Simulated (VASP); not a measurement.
The system is CoO.

```
Co O
1.0
    -1.50800    1.50800    2.10725
     1.50800   -1.50800    2.10725
     1.50800    1.50800   -2.10725
Co O
1 1
Direct
  0.00000 0.00000 0.00000
  0.50000 0.50000 0.00000
```

Base run:

| Quantity | Value |
| --- | --- |
| Program | VASP 6.6.1 |
| Functional | PBE |
| Potentials or basis | VASP PAW PBE potentials, release 64 (Co, O) |
| Cutoff | 520 eV |
| k mesh | 12 × 12 × 12 |
| Occupations | fermi-dirac, width 0.05 eV |
| Spin | collinear spin, ferromagnetic start |
| Starting moments | [1.71, 0.0] μB |

Its results: pressure -0.6 GPa.

Question: After a change of settings the same cell gave: pressure -18.3 GPa. Which change was it?
A. spin from collinear spin, ferromagnetic start to no spin polarisation; further incar settings from ALGO = Normal; EDIFF = 1e-07; NBANDS = 18 to ALGO = Normal; EDIFF = 1e-07; NBANDS = 14
B. further incar settings from ALGO = Normal; EDIFF = 1e-07; NBANDS = 18 to ALGO = Normal; EDIFF = 1e-06; NBANDS = 18; moments at the start from [1.71, 0.0] to [3.5, 0.0]
C. further incar settings from ALGO = Normal; EDIFF = 1e-07; NBANDS = 18 to ALGO = Normal; EDIFF = 1e-06; NBANDS = 18; moments at the start from [1.71, 0.0] to [2.0, 0.0]

Answer: A.

Caveats: a cell with one magnetic atom can't hold antiferromagnetic order, which such compounds often take (at least some runs); the cell stands under tension (at least some runs); an odd number of electrons without spin polarisation forces a metal (at least some runs); a magnetic or distorted state may lie lower (at least some runs).
